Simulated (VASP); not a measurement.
# Sc8H in VASP: single point with PBE

Aim: the single point of Sc8H with PBE.

Everything below comes from runs of VASP 6.6.1. Logs are shortened: lines on timing, memory, paths and dates and some standing lists are left out, and cuts for length are marked.

## (1) The cell of the first run

The cell holds a slab with vacuum, 9 atoms: a = 6.639 Å, b = 5.163 Å, c = 19.113 Å, α = 90.00°, β = 90.00°, γ = 90.00°.

## (2) Single point, PBE

Contents of INCAR:

```
SYSTEM = Sc8H
ALGO = Normal
DIPOL = 0.5 0.5 0.319
EDIFF = 1E-6
ENCUT = 520
GGA = PE
IDIPOL = 3
ISIF = 2
ISMEAR = 0
LASPH = .True.
LCHARG = .True.
LDIPOL = .True.
LELF = .True.
LREAL = .False.
LVACPOTAV = .True.
LVHAR = .True.
LWAVE = .False.
NBANDS = 54
NELM = 100
PREC = Accurate
SIGMA = 0.1
```

Contents of KPOINTS:

```
k-points
0
Gamma
  4 5 1
  0 0 0
```

Contents of POSCAR:

```
Sc8H
1.0
    6.6389479791      0.0000000000      0.0000000000
    0.0000000000      5.1626219083      0.0000000000
    0.0000000000      0.0000000000     19.1132872497
Sc H
8 1
Direct
    0.0000000000      0.7500000000      0.2092784955
    0.5000000000      0.7500000000      0.2092784955
    0.2500000000      0.2500000000      0.2594137541
    0.7500000000      0.2500000000      0.2594137541
    0.2500000000      0.7500000000      0.3452852846
    0.7500000000      0.7500000000      0.3452852846
    0.0000000000      0.2500000000      0.3983243254
    0.5000000000      0.2500000000      0.3983243254
    0.1250000000      0.5000000000      0.4508590032
```

Potentials or basis: VASP PAW PBE potentials, release 64 (Sc_sv, H).

Run with:

```console
$ cat potpaw_PBE.64/Sc_sv/POTCAR potpaw_PBE.64/H/POTCAR > POTCAR
$ mpirun -np 1 vasp_std > vasp.out
```

OUTCAR:

```text
SYSTEM = Sc8H
   EDIFF = 1E-6
   ENCUT = 520
   GGA = PE
   ISIF = 2
   ISMEAR = 0
   LASPH = .True.
   LREAL = .False.
   NELM = 100
   PREC = Accurate

 ion  position               nearest neighbor table
   1  0.000  0.750  0.209-   5 3.08   6 3.08   3 3.21   4 3.21   3 3.21   4 3.21   2 3.32   2 3.32

   2  0.500  0.750  0.209-   5 3.08   6 3.08   3 3.21   4 3.21   3 3.21   4 3.21   1 3.32   1 3.32

   3  0.250  0.250  0.259-   5 3.06   5 3.06   8 3.13   7 3.13   1 3.21   1 3.21   2 3.21   2 3.21
                             4 3.32   4 3.32
   4  0.750  0.250  0.259-   6 3.06   6 3.06   8 3.13   7 3.13   1 3.21   1 3.21   2 3.21   2 3.21
                             3 3.32   3 3.32
   5  0.250  0.750  0.345-   3 3.06   3 3.06   1 3.08   2 3.08   8 3.23   7 3.23   7 3.23   8 3.23
                             6 3.32   6 3.32
   6  0.750  0.750  0.345-   4 3.06   4 3.06   1 3.08   2 3.08   8 3.23   7 3.23   7 3.23   8 3.23
                             5 3.32   5 3.32
   7  0.000  0.250  0.398-   9 1.83   4 3.13   3 3.13   6 3.23   5 3.23   5 3.23   6 3.23   8 3.32
                             8 3.32
   8  0.500  0.250  0.398-   3 3.13   4 3.13   5 3.23   6 3.23   5 3.23   6 3.23   7 3.32   7 3.32

   9  0.125  0.500  0.451-   7 1.83

  LATTYP: Found a simple orthorhombic cell.
 ALAT       =     5.1626219083
 B/A-ratio  =     1.2859643989
 C/A-ratio  =     3.7022442451

  Lattice vectors:

 A1 = (   0.0000000000,  -5.1626219083,   0.0000000000)
 A2 = (   6.6389479791,   0.0000000000,   0.0000000000)
 A3 = (   0.0000000000,   0.0000000000,  19.1132872497)

Analysis of symmetry for initial positions (statically):
=====================================================================
 Subroutine PRICEL returns:
 Original cell was already a primitive cell.

 Routine SETGRP: Setting up the symmetry group for a
 simple orthorhombic supercell.

 Subroutine GETGRP returns: Found  1 space group operations
 (whereof  1 operations were pure point group operations)
 out of a pool of  8 trial point group operations.

The static configuration has the point symmetry C_1 .

Analysis of symmetry for dynamics (positions and initial velocities):
=====================================================================
 Subroutine PRICEL returns:
 Original cell was already a primitive cell.

 Routine SETGRP: Setting up the symmetry group for a
 simple orthorhombic supercell.

 Subroutine GETGRP returns: Found  1 space group operations
 (whereof  1 operations were pure point group operations)
 out of a pool of  8 trial point group operations.

The dynamic configuration has the point symmetry C_1 .

 Subroutine INISYM returns: Found  1 space group operations
 (whereof  1 operations are pure point group operations),
 and found     1 'primitive' translations

----------------------------------------------------------------------------------------

                                     Primitive cell

  volume of cell :     655.0960

  direct lattice vectors                    reciprocal lattice vectors
     6.638947979  0.000000000  0.000000000     0.150626274  0.000000000  0.000000000
     0.000000000  5.162621908  0.000000000     0.000000000  0.193700026  0.000000000
     0.000000000  0.000000000 19.113287250     0.000000000  0.000000000  0.052319624

  length of vectors
     6.638947979  5.162621908 19.113287250     0.150626274  0.193700026  0.052319624

  position of ions in fractional coordinates (direct lattice)
     0.000000000  0.750000000  0.209278496
     0.500000000  0.750000000  0.209278496
     0.250000000  0.250000000  0.259413754
     0.750000000  0.250000000  0.259413754
     0.250000000  0.750000000  0.345285285
     0.750000000  0.750000000  0.345285285
     0.000000000  0.250000000  0.398324325
     0.500000000  0.250000000  0.398324325
     0.125000000  0.500000000  0.450859003

  ion indices of the primitive-cell ions
   primitive index   ion index
                 1           1
                 2           2
                 3           3
                 4           4
                 5           5
                 6           6
                 7           7
                 8           8
                 9           9

----------------------------------------------------------------------------------------

 KPOINTS: k-points

Automatic generation of k-mesh.
 Grid dimensions read from file:
 generate k-points for:    4    5    1

 Generating k-lattice:

  Cartesian coordinates                     Fractional coordinates (reciprocal lattice)
     0.037656569  0.000000000  0.000000000     0.250000000  0.000000000  0.000000000
     0.000000000  0.038740005  0.000000000     0.000000000  0.200000000  0.000000000
     0.000000000  0.000000000  0.052319624     0.000000000  0.000000000  1.000000000

  Length of vectors
     0.037656569  0.038740005  0.052319624

  Shift w.r.t. Gamma in fractional coordinates (k-lattice)
     0.000000000  0.000000000  0.000000000

 Subroutine IBZKPT returns following result:
 ===========================================

 Found     11 irreducible k-points:

 Following reciprocal coordinates:
            Coordinates               Weight
  0.000000  0.000000  0.000000      1.000000
  0.250000  0.000000  0.000000      2.000000
  0.500000  0.000000  0.000000      1.000000
  0.000000  0.200000  0.000000      2.000000
  0.250000  0.200000  0.000000      2.000000
 -0.250000  0.200000  0.000000      2.000000
  0.500000  0.200000  0.000000      2.000000
  0.000000  0.400000  0.000000      2.000000
  0.250000  0.400000  0.000000      2.000000
 -0.250000  0.400000  0.000000      2.000000
  0.500000  0.400000  0.000000      2.000000
   k-points           NKPTS =     11   k-points in BZ     NKDIM =     11   number of bands    NBANDS=     54
   number of dos      NEDOS =    301   number of ions     NIONS =      9
   total plane-waves  NPLWV = 288000
   dimension x,y,z NGX =    50 NGY =   40 NGZ =  144
   dimension x,y,z NGXF=   100 NGYF=   80 NGZF=  288
   ions per type =               8   1
   NGX,Y,Z   is equivalent  to a cutoff of  12.52, 12.88, 12.53 a.u.
   NGXF,Y,Z  is equivalent  to a cutoff of  25.04, 25.76, 25.05 a.u.
 SYSTEM =  Sc8H
   PREC   = accura    normal or accurate (medium, high low for compatibility)
   ISTART =      0    job   : 0-new  1-cont  2-samecut
   ICHARG =      2    charge: 1-file 2-atom 10-const
   ISPIN  =      1    spin polarized calculation?
   LNONCOLLINEAR =      F non collinear calculations
   LSORBIT =      F    spin-orbit coupling
   LASPH  =      T    aspherical Exc in radial PAW
   ENCUT  =  520.0 eV  38.22 Ry    6.18 a.u.  12.34  9.60 35.54*2*pi/ulx,y,z
   NELM   =    100;   NELMIN=  2; NELMDL= -5     # of ELM steps
   EDIFF  = 0.1E-05   stopping-criterion for ELM
   LREAL  =      F    real-space projection
   EDIFFG = 0.1E-04   stopping-criterion for IOM
   NSW    =      0    number of steps for IOM
   IBRION =     -1    ionic relax: 0-MD 1-quasi-New 2-CG
   NFREE  =      0    steps in history (QN), initial steepest desc. (CG)
   ISIF   =      2    stress and relaxation
   ISYM   =      2    0-nonsym 1-usesym 2-fastsym
   POTIM  = 0.5000    time-step for ionic-motion
   TEBEG  =    0.0;   TEEND  =   0.0 temperature during run
   PSTRESS=    0.0 pullay stress
   NELECT =      89.0000    total number of electrons
   NUPDOWN=      -1.0000    fix difference up-down
   EMIN   =  10.00;   EMAX   =-10.00  energy-range for DOS
   EFERMI =   0.00;   METHOD = LEGACY
   ISMEAR =     0;   SIGMA  =   0.10  broadening in eV -4-tet -1-fermi 0-gaus
   EFERMI_NEDOS =   21; number of points for ismear=-14 and -15
   IALGO  =     38    algorithm
   IMIX   =      4    mixing-type and parameters
     AMIX     =   0.40;   BMIX     =  1.00
     AMIX_MAG =   1.60;   BMIX_MAG =  1.00
  volume/ion in A,a.u.               =      72.79       491.20
  Fermi-wavevector in a.u.,A,eV,Ry     =   0.841595  1.590384  9.636765  0.708282
  Thomas-Fermi vector in A             =   1.956165
   LORBIT       =      0    0 simple, 1 ext, 2 COOP (PROOUT), +10 PAW based schemes
   GGA     = PE    functional components
   LHFCALC =     F    Hartree Fock is set to
   AEXX    =    0.0000 exact exchange contribution
   IVDW    =     0    specifies the selected vdW correction
   LEPSILON=     F    determine dielectric tensor
   LRPA    =     F    only Hartree local field effects (RPA)
 non-spin polarized calculation
 Gauss-broadening in eV      SIGMA  =   0.10
  energy-cutoff  :      520.00
  volume of cell :      655.10
 maximum number of plane-waves:     17709
 NGX is ok and might be reduce to    50
   NGX = 25   NGY = 19   NGZ = 71

 dipolmoment           0.000000      0.000000      0.000365 electrons x Angstroem

 number of electron      88.9999996 magnetization

 dipolmoment           0.000000      0.000000     -0.007494 electrons x Angstroem

 Free energy of the ion-electron system (eV)
  ---------------------------------------------------
  ext. energy  EPLUGINS =         0.00000000
  ---------------------------------------------------
  free energy    TOTEN  =       -48.81153371 eV

  energy without entropy =      -48.74810826  energy(sigma->0) =      -48.77982098

 E-fermi :  -1.1284     XC(G=0):  -3.9567

 val. band max:       -1.1350884840   @ k =  -0.2500   0.2000   0.0000
 cond. band min:      -1.1211375767   @ k =   0.5000   0.0000   0.0000
 fundamental gap:      0.0139509073
 Fermi energy:        -1.1284235657

 k-point     1 :       0.0000    0.0000    0.0000
  band No.  band energies     occupation
      1     -51.0581      2.00000
      2     -50.9396      2.00000
      3     -50.9215      2.00000
      4     -50.7525      2.00000
      5     -50.5315      2.00000
      6     -50.4924      2.00000
[... 46 lines left out ...]
     53       0.0806      0.00000
     54       0.1341      0.00000

 k-point     2 :       0.2500    0.0000    0.0000
  band No.  band energies     occupation
      1     -51.0580      2.00000
      2     -50.9370      2.00000
      3     -50.9242      2.00000
      4     -50.7527      2.00000
      5     -50.5311      2.00000
      6     -50.4926      2.00000
[... 46 lines left out ...]
     53      -0.0349      0.00000
     54       0.0765      0.00000

 k-point     3 :       0.5000    0.0000    0.0000
  band No.  band energies     occupation
      1     -51.0579      2.00000
      2     -50.9310      2.00000
      3     -50.9302      2.00000
      4     -50.7528      2.00000
      5     -50.5306      2.00000
      6     -50.4928      2.00000
[... 46 lines left out ...]
     53      -0.0917      0.00000
     54       0.0299      0.00000
[... 343 lines left out ...]
 k-point    10 :      -0.2500    0.4000    0.0000
  band No.  band energies     occupation
      1     -51.0576      2.00000
      2     -50.9360      2.00000
      3     -50.9240      2.00000
      4     -50.7517      2.00000
      5     -50.5231      2.00000
      6     -50.4920      2.00000
[... 46 lines left out ...]
     53      -0.1445      0.00000
     54      -0.1154      0.00000

 k-point    11 :       0.5000    0.4000    0.0000
  band No.  band energies     occupation
      1     -51.0575      2.00000
      2     -50.9304      2.00000
      3     -50.9296      2.00000
      4     -50.7518      2.00000
      5     -50.5225      2.00000
      6     -50.4904      2.00000
[... 46 lines left out ...]
     53      -0.2601      0.00000
     54      -0.2195      0.00000

------------------------ aborting loop because EDIFF is reached ----------------------------------------

  FORCE on cell =-STRESS in cart. coord.  units (eV):
  Direction    XX          YY          ZZ          XY          YZ          ZX
  --------------------------------------------------------------------------------------
  -------------------------------------------------------------------------------------
  Total        0.3050405     -1.8544379      0.2546835      0.6604656      1.4578067      1.0496054
  in kB        0.7460418     -4.5354240      0.6228830      1.6153099      3.5653777      2.5670342
  external PRESSURE =      -1.0554997 kB  Pullay stress =       0.0000000 kB

 VOLUME and BASIS-vectors are now :
 -----------------------------------------------------------------------------
  energy-cutoff  :      520.00
  volume of cell :      655.10
      direct lattice vectors                 reciprocal lattice vectors
     6.638947979  0.000000000  0.000000000     0.150626274  0.000000000  0.000000000
     0.000000000  5.162621908  0.000000000     0.000000000  0.193700026  0.000000000
     0.000000000  0.000000000 19.113287250     0.000000000  0.000000000  0.052319624

 POSITION                                       TOTAL-FORCE (eV/Angst)
 -----------------------------------------------------------------------------------
      0.00000      3.87197      4.00000        -0.020582     -0.011660     -0.157941
      3.31947      3.87197      4.00000         0.046694     -0.011702     -0.255892
      1.65974      1.29066      4.95825         0.037136     -0.017029      0.122192
      4.97921      1.29066      4.95825        -0.066277      0.058786      0.140555
      1.65974      3.87197      6.59954        -0.045972     -0.464200      0.578988
      4.97921      3.87197      6.59954        -0.137805     -0.067706     -0.114837
      0.00000      1.29066      7.61329        -0.265456     -0.559907     -0.449382
      3.31947      1.29066      7.61329        -0.424075      0.132572      0.114322
      0.82987      2.58131      8.61740         0.876337      0.940846      0.021994
 -----------------------------------------------------------------------------------
    total drift:                               -0.000011     -0.000084      0.001285

  FREE ENERGIE OF THE ION-ELECTRON SYSTEM (eV)
  ---------------------------------------------------
  free  energy   TOTEN  =       -48.8115337058 eV

  energy  without entropy=      -48.7481082562  energy(sigma->0) =      -48.77982098

 vacuum level on the upper side and lower side of the slab         2.276         2.315
```

It took 11 min on 1 thread of Intel Xeon 6975P-C (Granite Rapids), shared host; peak memory 0.73 GiB.

Results:

```
Free energy            : -48.8115 eV
Largest force          : 1.286 eV/Å
Band gap on the k mesh : zero (an odd number of electrons rules out a gap without spin polarisation)
```

Forces in eV/Å, atoms in the order of the input:
```
Sc  -0.021 -0.012 -0.158
Sc   0.047 -0.012 -0.256
Sc   0.037 -0.017  0.122
Sc  -0.066  0.059  0.141
Sc  -0.046 -0.464  0.579
Sc  -0.138 -0.068 -0.115
Sc  -0.265 -0.560 -0.449
Sc  -0.424  0.133  0.114
H    0.876  0.941  0.022
```

Levels at points of the mesh, in eV from the Fermi level:
| k point | band 43 | band 44 | band 45 | band 46 | band 47 | band 48 |
| --- | --- | --- | --- | --- | --- | --- |
| (0.00, 0.00, 0.00) | -0.38 | -0.28 | -0.17 | 0.01 | 0.20 | 0.33 |
| (0.50, 0.00, 0.00) | -0.44 | -0.22 | 0.01 | 0.28 | 0.36 | 0.41 |
